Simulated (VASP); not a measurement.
# AlN (P1) in VASP: notebook

AlN is run at these levels: PBE; tasks: single point.

Everything below comes from runs of VASP 6.6.1. Logs are shortened: lines on timing, memory, paths and dates and some standing lists are left out, and cuts for length are marked.

### Step 1. The cell of the first run

The typed cell holds 16 atoms: a = 5.914 Å, b = 3.130 Å, c = 9.869 Å, α = 79.03°, β = 77.55°, γ = 74.65°.

### Step 2. Single point, PBE

INCAR reads:

```
SYSTEM = AlN
ALGO = Normal
EDIFF = 1E-6
ENCUT = 520
GGA = PE
ISIF = 2
ISMEAR = 0
LASPH = .True.
LCHARG = .False.
LREAL = Auto
LWAVE = .False.
NBANDS = 46
NELM = 100
PREC = Accurate
SIGMA = 0.05
```

KPOINTS reads:

```
k-points
0
Gamma
  4 8 3
  0 0 0
```

POSCAR reads:

```
AlN
1.0
   -1.5651197814     -2.7108669814      5.0179796556
    1.5651197814     -2.7108669814      0.0000000000
    7.5125749510      2.1686935851      6.0215755867
Al N
8 8
Direct
    0.6483401023      0.9991356412      0.0981155127
    0.7483401023      0.4991356412      0.8481155127
    0.3483401023      0.4991356412      0.3481155127
    0.0483401023      0.9991356412      0.5981155127
    0.8983401022      0.2491356413      0.3064488460
    0.1983401022      0.7491356413      0.0564488460
    0.5983401022      0.7491356413      0.5564488460
    0.2983401022      0.2491356413      0.8064488460
    0.9154198978      0.8083643587      0.1935011540
    0.0154198978      0.3083643587      0.9435011540
    0.6154198978      0.3083643587      0.4435011540
    0.3154198978      0.8083643587      0.6935011540
    0.1654198977      0.0583643587      0.4018344873
    0.4654198977      0.5583643587      0.1518344873
    0.8654198977      0.5583643587      0.6518344873
    0.5654198977      0.0583643587      0.9018344873
```

Potentials or basis: VASP PAW PBE potentials, release 64 (Al, N).

On the command line:

```bash
$ cat potpaw_PBE.64/Al/POTCAR potpaw_PBE.64/N/POTCAR > POTCAR
$ mpirun -np 1 vasp_std > vasp.out
```

OUTCAR:

```text
SYSTEM = AlN
   EDIFF = 1E-6
   ENCUT = 520
   GGA = PE
   ISIF = 2
   ISMEAR = 0
   LASPH = .True.
   LREAL = Auto
   NELM = 100
   PREC = Accurate

 ion  position               nearest neighbor table
   1  0.648  0.999  0.098-  14 1.90  14 1.90   9 1.91  16 2.06   2 2.70   2 3.04   5 3.09   6 3.09
                             5 3.09   6 3.09   6 3.09   3 3.13   3 3.13
   2  0.748  0.499  0.848-  15 1.90  16 1.90  16 1.90  10 1.91   1 2.70   1 3.04   8 3.09   8 3.09
                             7 3.09   8 3.09   4 3.13   4 3.13
   3  0.348  0.499  0.348-  14 1.90  13 1.90  13 1.90  11 1.91   7 3.09   5 3.09   7 3.09   5 3.09
                             6 3.09   5 3.09   1 3.13   4 3.13   4 3.13   1 3.13
   4  0.048  0.999  0.598-  13 1.90  15 1.90  15 1.90  12 1.91   8 3.09   7 3.09   8 3.09   7 3.09
                             5 3.09   7 3.09   3 3.13   2 3.13   3 3.13   2 3.13
   5  0.898  0.249  0.306-   9 1.90   9 1.90  11 1.90  13 1.91   1 3.09   3 3.09   1 3.09   3 3.09
                             4 3.09   3 3.09   6 3.13   7 3.13   6 3.13   7 3.13
   6  0.198  0.749  0.056-   9 1.90  14 1.91  10 2.06  10 2.49   8 2.70   8 3.04   1 3.09   1 3.09
                             3 3.09   1 3.09   5 3.13   5 3.13
   7  0.598  0.749  0.556-  11 1.90  11 1.90  12 1.90  15 1.91   3 3.09   4 3.09   3 3.09   4 3.09
                             2 3.09   4 3.09   8 3.13   5 3.13   8 3.13   5 3.13
   8  0.298  0.249  0.806-  12 1.90  12 1.90  10 1.90  16 1.91   6 2.70   6 3.04   4 3.09   2 3.09
                             4 3.09   2 3.09   2 3.09   7 3.13   7 3.13
   9  0.915  0.808  0.194-   5 1.90   5 1.90   6 1.90   1 1.91
  10  0.015  0.308  0.944-   8 1.90   2 1.91   6 2.06   6 2.49
  11  0.615  0.308  0.444-   7 1.90   7 1.90   5 1.90   3 1.91
  12  0.315  0.808  0.694-   8 1.90   8 1.90   7 1.90   4 1.91
  13  0.165  0.058  0.402-   4 1.90   3 1.90   3 1.90   5 1.91
  14  0.465  0.558  0.152-   3 1.90   1 1.90   1 1.90   6 1.91
  15  0.865  0.558  0.652-   2 1.90   4 1.90   4 1.90   7 1.91
  16  0.565  0.058  0.902-   2 1.90   2 1.90   8 1.91   1 2.06

  Warning from LATTYP: Got some problem with cell dimensions!
  Tried to take original basis but could not verify dimensions!
  LATTYP: Found a triclinic cell.
 ALAT       =    11.9371728967
 B/A-ratio  =     0.8184037574
 C/A-ratio  =     0.8112000483
 COS(alpha) =     0.0016796262
 COS(beta)  =     0.6006584280
 COS(gamma) =     0.7861581238

  Lattice vectors:

 A1 = (  -5.9474551696, -10.3012945293,  -1.0035959311)
 A2 = (  -5.9474551696,  -4.8795605665,  -6.0215755867)
 A3 = (   1.5651197814,  -8.1326009442,   5.0179796556)

Analysis of symmetry for initial positions (statically):
=====================================================================
 Subroutine PRICEL returns:
 Original cell was already a primitive cell.

 Routine SETGRP: Setting up the symmetry group for a
 triclinic supercell.

 Subroutine GETGRP returns: Found  1 space group operations
 (whereof  1 operations were pure point group operations)
 out of a pool of  2 trial point group operations.

The static configuration has the point symmetry C_1 .

Analysis of symmetry for dynamics (positions and initial velocities):
=====================================================================
 Subroutine PRICEL returns:
 Original cell was already a primitive cell.

 Routine SETGRP: Setting up the symmetry group for a
 triclinic supercell.

 Subroutine GETGRP returns: Found  1 space group operations
 (whereof  1 operations were pure point group operations)
 out of a pool of  2 trial point group operations.

The dynamic configuration has the point symmetry C_1 .

 Subroutine INISYM returns: Found  1 space group operations
 (whereof  1 operations are pure point group operations),
 and found     1 'primitive' translations

----------------------------------------------------------------------------------------

                                     Primitive cell

  volume of cell :     170.3235

  direct lattice vectors                    reciprocal lattice vectors
    -1.565119781 -2.710866981  5.017979656    -0.095839310 -0.055332851  0.139498373
     1.565119781 -2.710866981  0.000000000     0.159732183 -0.276664257 -0.099641695
     7.512574951  2.168693585  6.021575587     0.079866092  0.046110710  0.049820848

  length of vectors
     5.914264075  3.130239563  9.869214093     0.178063736  0.334643017  0.104818448

  position of ions in fractional coordinates (direct lattice)
     0.648340102  0.999135641  0.098115513
     0.748340102  0.499135641  0.848115513
     0.348340102  0.499135641  0.348115513
[... 44 lines left out ...]
    -0.023959828 -0.013833213  0.034874593     0.250000000  0.000000000  0.000000000
     0.019966523 -0.034583032 -0.012455212     0.000000000  0.125000000 -0.000000000
     0.026622031  0.015370237  0.016606949     0.000000000  0.000000000  0.333333333

  Length of vectors
     0.044515934  0.041830377  0.034939483

  Shift w.r.t. Gamma in fractional coordinates (k-lattice)
     0.000000000  0.000000000  0.000000000

 Subroutine IBZKPT returns following result:
 ===========================================

 Found     50 irreducible k-points:

 Following reciprocal coordinates:
            Coordinates               Weight
  0.000000  0.000000  0.000000      1.000000
  0.250000  0.000000  0.000000      2.000000
  0.500000  0.000000  0.000000      1.000000
  0.000000  0.125000  0.000000      2.000000
  0.250000  0.125000  0.000000      2.000000
  0.500000  0.125000  0.000000      2.000000
[... 16 lines left out ...]
  0.000000  0.125000  0.333333      2.000000
  0.250000  0.125000  0.333333      2.000000
 [... further k-points ...]
   k-points           NKPTS =     50   k-points in BZ     NKDIM =     50   number of bands    NBANDS=     46
   number of dos      NEDOS =    301   number of ions     NIONS =     16
   total plane-waves  NPLWV =  92160
   dimension x,y,z NGX =    48 NGY =   24 NGZ =   80
   dimension x,y,z NGXF=    96 NGYF=   48 NGZF=  160
   ions per type =               8   8
   NGX,Y,Z   is equivalent  to a cutoff of  13.49, 12.75, 13.48 a.u.
   NGXF,Y,Z  is equivalent  to a cutoff of  26.98, 25.49, 26.95 a.u.
 SYSTEM =  AlN
   PREC   = accura    normal or accurate (medium, high low for compatibility)
   ISTART =      0    job   : 0-new  1-cont  2-samecut
   ICHARG =      2    charge: 1-file 2-atom 10-const
   ISPIN  =      1    spin polarized calculation?
   LNONCOLLINEAR =      F non collinear calculations
   LSORBIT =      F    spin-orbit coupling
   LASPH  =      T    aspherical Exc in radial PAW
   ENCUT  =  520.0 eV  38.22 Ry    6.18 a.u.  11.00  5.82 18.35*2*pi/ulx,y,z
   NELM   =    100;   NELMIN=  2; NELMDL= -5     # of ELM steps
   EDIFF  = 0.1E-05   stopping-criterion for ELM
   LREAL  =      T    real-space projection
   EDIFFG = 0.1E-04   stopping-criterion for IOM
   NSW    =      0    number of steps for IOM
   IBRION =     -1    ionic relax: 0-MD 1-quasi-New 2-CG
   NFREE  =      0    steps in history (QN), initial steepest desc. (CG)
   ISIF   =      2    stress and relaxation
   ISYM   =      2    0-nonsym 1-usesym 2-fastsym
   POTIM  = 0.5000    time-step for ionic-motion
   TEBEG  =    0.0;   TEEND  =   0.0 temperature during run
   PSTRESS=    0.0 pullay stress
   NELECT =      64.0000    total number of electrons
   NUPDOWN=      -1.0000    fix difference up-down
   EMIN   =  10.00;   EMAX   =-10.00  energy-range for DOS
   EFERMI =   0.00;   METHOD = LEGACY
   ISMEAR =     0;   SIGMA  =   0.05  broadening in eV -4-tet -1-fermi 0-gaus
   EFERMI_NEDOS =   21; number of points for ismear=-14 and -15
   IALGO  =     38    algorithm
   IMIX   =      4    mixing-type and parameters
     AMIX     =   0.40;   BMIX     =  1.00
     AMIX_MAG =   1.60;   BMIX_MAG =  1.00
  volume/ion in A,a.u.               =      10.65        71.84
  Fermi-wavevector in a.u.,A,eV,Ry     =   1.181345  2.232418 18.987951  1.395575
  Thomas-Fermi vector in A             =   2.317620
   LORBIT       =      0    0 simple, 1 ext, 2 COOP (PROOUT), +10 PAW based schemes
   GGA     = PE    functional components
   LHFCALC =     F    Hartree Fock is set to
   AEXX    =    0.0000 exact exchange contribution
   IVDW    =     0    specifies the selected vdW correction
   LEPSILON=     F    determine dielectric tensor
   LRPA    =     F    only Hartree local field effects (RPA)
 non-spin polarized calculation
 Gauss-broadening in eV      SIGMA  =   0.05
  energy-cutoff  :      520.00
  volume of cell :      170.32
 maximum number of plane-waves:      4614
 NGX is ok and might be reduce to    48
   NGX = 21   NGY = 11   NGZ = 37

 number of electron      64.0000002 magnetization

 Free energy of the ion-electron system (eV)
  ---------------------------------------------------
  ext. energy  EPLUGINS =         0.00000000
  ---------------------------------------------------
  free energy    TOTEN  =      -115.75980835 eV

  energy without entropy =     -115.75980835  energy(sigma->0) =     -115.75980835

 E-fermi :   7.1690     XC(G=0): -10.8727

 val. band max:        6.9053289300   @ k =   0.5000   0.0000   0.3333
 cond. band min:       8.8847918016   @ k =   0.0000   0.0000   0.0000
 fundamental gap:      1.9794628716
 Fermi energy:         7.1690448177

 k-point     1 :       0.0000    0.0000    0.0000
  band No.  band energies     occupation
      1      -9.0985      2.00000
      2      -8.1764      2.00000
      3      -8.1052      2.00000
      4      -7.1421      2.00000
      5      -6.8830      2.00000
      6      -6.8147      2.00000
[... 1117 lines left out ...]
     43      14.7329      0.00000
     44      14.8965      0.00000

 [... further k-points ...]

 [bands above 44 left out]

------------------------ aborting loop because EDIFF is reached ----------------------------------------

  FORCE on cell =-STRESS in cart. coord.  units (eV):
  Direction    XX          YY          ZZ          XY          YZ          ZX
  --------------------------------------------------------------------------------------
  -------------------------------------------------------------------------------------
  Total        1.7776118      4.9961459    -12.4081524      3.3765761      4.9637575      2.8012027
  in kB       16.7214080     46.9970962   -116.7193959     31.7623376     46.6924287     26.3499892
  external PRESSURE =     -17.6669639 kB  Pullay stress =       0.0000000 kB

 VOLUME and BASIS-vectors are now :
 -----------------------------------------------------------------------------
  energy-cutoff  :      520.00
  volume of cell :      170.32
      direct lattice vectors                 reciprocal lattice vectors
    -1.565119781 -2.710866981  5.017979656    -0.095839310 -0.055332851  0.139498373
     1.565119781 -2.710866981  0.000000000     0.159732183 -0.276664257 -0.099641695
     7.512574951  2.168693585  6.021575587     0.079866092  0.046110710  0.049820848

 POSITION                                       TOTAL-FORCE (eV/Angst)
 -----------------------------------------------------------------------------------
      1.28614     -4.25331      3.84417        -0.630568      0.137728     -0.061347
      5.98150     -1.54244      8.86215        -0.794433     -0.804496      0.200845
      2.85126     -1.54244      3.84417         0.292450      0.239187      0.158535
      5.98150     -1.54244      3.84417         0.109473      0.061977      0.060835
      1.28614     -2.44606      6.35316         0.078018      0.033515      0.028554
      1.28614     -2.44606      1.33518         1.011556      0.334937     -2.426386
[... 8 lines left out ...]
      4.41638     -2.44606      8.26773        -0.050772     -0.051525     -0.067941
      5.98150      0.26481      8.26773         0.293133     -0.442525      0.577382
 -----------------------------------------------------------------------------------
    total drift:                                0.009450      0.005065      0.004388

  FREE ENERGIE OF THE ION-ELECTRON SYSTEM (eV)
  ---------------------------------------------------
  free  energy   TOTEN  =      -115.7598083520 eV

  energy  without entropy=     -115.7598083520  energy(sigma->0) =     -115.75980835
```

Wall time 9.5 min (1 thread of Oxide Virtual Turin-like, shared host); peak memory 0.39 GiB.

What came out:

| Quantity | Value |
| --- | --- |
| Free energy | -115.7598 eV |
| Pressure | -1.8 GPa |
| Largest force | 2.650 eV/Å |
| Band gap on the k mesh | 1.98 eV, indirect (least direct gap 2.07 eV) |

Forces on the atoms (eV/Å):
```
Al  -0.631  0.138 -0.061
Al  -0.794 -0.804  0.201
Al   0.292  0.239  0.159
Al   0.109  0.062  0.061
Al   0.078  0.034  0.029
Al   1.012  0.335 -2.426
Al   0.004  0.003  0.002
Al  -0.084 -0.495 -0.981
N    0.575  0.895  0.438
N   -0.776 -0.470  2.233
N   -0.031 -0.005 -0.096
N   -0.252 -0.182  0.191
N   -0.110 -0.026  0.022
N    0.365  0.771 -0.280
N   -0.051 -0.052 -0.068
N    0.293 -0.443  0.577
```

Levels at points of the mesh, in eV from the valence-band top:
```
           k point  band 29  band 30  band 31  band 32  band 33  band 34  band 35  band 36
(0.00, 0.00, 0.00)    -1.07    -1.01    -0.48    -0.09     1.98     3.71     4.01     4.56
(0.50, 0.00, 0.00)    -1.39    -1.14    -0.75    -0.01     3.41     4.53     4.86     5.06
(0.00, 0.50, 0.00)    -1.93    -1.64    -1.44    -1.00     2.77     3.33     4.40     4.94
(0.50, 0.50, 0.00)    -2.04    -1.76    -1.52    -1.10     2.55     3.65     4.58     4.91
```

Caveat: forces of over 1 eV/Å act on the atoms, so gaps and moduli don't describe the material at rest.

(Part 1 of 2 ends here.)
